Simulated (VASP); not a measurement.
Set up this calculation in VASP 6.6.1, as the native input.

```
Task                   : single point
Functional             : PBE
Potentials or basis    : VASP PAW PBE potentials, release 64 (C)
Cutoff                 : 520 eV
k mesh                 : 1 × 1 × 1, shifted
Occupations            : gaussian, width 0.01 eV
Spin                   : no spin polarisation
Dipole correction      : no
Further INCAR settings : LREAL = Auto; ALGO = Normal; EDIFF = 1e-06; NBANDS = 88
```

The structure of C (a cell with a defect) lies in POSCAR:

```
C
1.0
   -3.5715719900      3.5715719900      3.5715719900
    3.5715719900     -3.5715719900      3.5715719900
    3.5715719900      3.5715719900     -3.5715719900
C
33
Direct
    0.0094380434      0.0060360028      0.0092340613
   -0.0004720447      0.2457298530      0.7454407822
    0.0005868043      0.4950768773      0.4971213127
   -0.0093180561      0.7489760812      0.2475271140
    0.2643262913      0.0043906731      0.7529671626
    0.2488716907      0.2543008256      0.5046459349
    0.2058710889      0.4870828690      0.2227043119
    0.2477159688      0.7510899677     -0.0074358809
    0.4847457994      0.0129517287      0.4697108890
    0.5023686657      0.2622347808      0.2488190341
    0.4977668804      0.4956507149      0.0108081748
    0.5152547241      0.7340897687      0.7790784314
    0.7511963615      0.0049357395      0.2563296608
    0.7357875340      0.2378238713     -0.0090147481
    0.7523922874      0.4940373473      0.7542998415
    0.7943086741      0.7660031165      0.5321139813
    0.0270888861      0.0103779313      0.7644594708
    0.0000419508      0.2500058771      0.5008797894
   -0.0269416933      0.4865535052      0.2342242851
    0.0000515883      0.7500331176      0.0009036455
    0.2445694795      0.0052633760      0.4950553258
    0.2517482512      0.2611747022      0.2560850812
    0.2389806970      0.4947922926     -0.0098328904
    0.2560087067      0.7465149049      0.7457005093
    0.4968271105      0.0135014133      0.2373748961
    0.5000585602      0.2500171959      0.0008818652
    0.5032294951      0.4897054217      0.7675869771
    0.4105188573      0.7500080841      0.4111183259
    0.7555150077     -0.0003296210      0.0115952877
    0.7440782516      0.2388881165      0.7414345774
    0.7611570151      0.5003402537      0.5067352137
    0.7483775406      0.7535178544      0.2603553661
    0.5896643299      0.7496414381      0.5904001384
```

The input as run:

INCAR

```
  ALGO = Normal
  EDIFF = 1E-6
  ENCUT = 520
  GGA = PE
  GGA_COMPAT = F
  ISIF = 2
  ISMEAR = 0
  LASPH = T
  LCHARG = F
  LREAL = Auto
  LWAVE = F
  NBANDS = 88
  NELM = 120
  PREC = Accurate
  SIGMA = 0.01
```

KPOINTS

```
Automatic mesh
0
Gamma
  1 1 1
  0.25 0.25 0.25
```

Potentials or basis: VASP PAW PBE potentials, release 64 (C).

Run with:

```console
$ cat potpaw_PBE.64/C/POTCAR > POTCAR
$ mpirun -np 1 vasp_std > vasp.out
```

Results of the run:

- Pressure: 25.9 GPa
- Largest force: 0.053 eV/Å
- Band gap on the k mesh: 0.87 eV

Caveat: the k points lie up to 1.24 Å⁻¹ apart.

It took 25 s on 1 thread of Intel(R) Xeon(R) 6975P-C (Granite Rapids), on a shared host, peak memory 0.29 GiB.
